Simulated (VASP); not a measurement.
Set up this calculation in VASP 6.6.1, as the native input.

```yaml
Task: single point
Functional: PBE
Potentials_or_basis: VASP PAW PBE potentials, release 64 (Sb, Mn_pv)
Cutoff: 520 eV
k_mesh: 7 × 7 × 7
Occupations: fermi-dirac, width 0.05 eV
Spin: collinear spin, ferromagnetic start
Starting_moments: "[0.0, 8.0] μB"
Fixed_moment: 8 μB
Dipole_correction: no
Further_INCAR_settings: ALGO = Normal; EDIFF = 1e-07; NBANDS = 20
```

The structure of MnSb lies in POSCAR:

```
MnSb
1.0
    0.0000000000      2.7950160000      2.7950160000
    2.7950160000      0.0000000000      2.7950160000
    2.7950160000      2.7950160000      0.0000000000
Sb Mn
1 1
Direct
    0.5000000000      0.5000000000      0.5000000000
    0.0000000000      0.0000000000      0.0000000000
```

These files were run (other wordings do the same):

INCAR

```
PREC = Accurate
ENCUT = 520
EDIFF = 1E-7
ISMEAR = -1
SIGMA = 0.05
LREAL = F
LASPH = T
NELM = 150
ALGO = Normal
ISIF = 2
LWAVE = F
LCHARG = F
ISPIN = 2
MAGMOM = 0 8
LORBIT = 11
NUPDOWN = 8.0
LMAXMIX = 4
GGA = PE
NBANDS = 20
```

KPOINTS

```
regular mesh
0
Gamma
  7 7 7
```

Potentials or basis: VASP PAW PBE potentials, release 64 (Sb, Mn_pv).

Run with:

```sh
$ cat potpaw_PBE.64/Sb/POTCAR potpaw_PBE.64/Mn_pv/POTCAR > POTCAR
$ mpirun -np 1 vasp_std > vasp.out
```

It gave:

```json
{
 "Pressure": "38.5 GPa",
 "Net moment": "8.00 μB per cell",
 "Site moments": "Sb +0.91; Mn +5.02 μB",
 "Valence electrons inside the program's atomic spheres": "Sb 2.50; Mn 11.42"
}
```

Caveat: the total moment is fixed, so each spin has its own Fermi level; a cell with one magnetic atom can't hold antiferromagnetic order, which such compounds often take.

Wall time 53 s on 1 thread of Intel(R) Xeon(R) Platinum 8375C CPU @ 2.90GHz (Ice Lake) (shared host), peak memory 0.2 GiB.
